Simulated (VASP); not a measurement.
BiP, 2 atoms in the cell. The structure is cubic, space group F-43m (No. 216). The conventional cell has a = 6.491 Å, b = 6.491 Å, c = 6.491 Å, α = 90.00°, β = 90.00°, γ = 90.00°. Bi (site symmetry -43m) has 4 P at 2.81 Å within 3.7 Å. P (site symmetry -43m) has 4 Bi at 2.81 Å within 3.7 Å. 

```yaml
Program: VASP 6.6.1
Task: single point
Functional: PBEsol
Potentials_or_basis: VASP PAW PBE potentials, release 64 (Bi_d, P)
Cutoff: 520 eV
k_mesh: 10 × 10 × 10
Occupations: gaussian, width 0.05 eV
Spin: no spin polarisation
Dipole_correction: no
Further_INCAR_settings: ALGO = Normal; EDIFF = 1e-06; NBANDS = 17
```

Potentials or basis: VASP PAW PBE potentials, release 64 (Bi_d, P).

Run with:

```bash
$ cat potpaw_PBE.64/Bi_d/POTCAR potpaw_PBE.64/P/POTCAR > POTCAR
$ mpirun -np 1 vasp_std > vasp.out
```

Hardware: 1 thread of Intel(R) Xeon(R) Platinum 8375C CPU @ 2.90GHz (Ice Lake) (shared host).

Problem. Estimate the wall time of this run.

Solution. It took 42 s on 1 thread of Intel(R) Xeon(R) Platinum 8375C CPU @ 2.90GHz (Ice Lake), on a shared host, peak memory 0.22 GiB. Counts: scf iterations 13, k points 47.
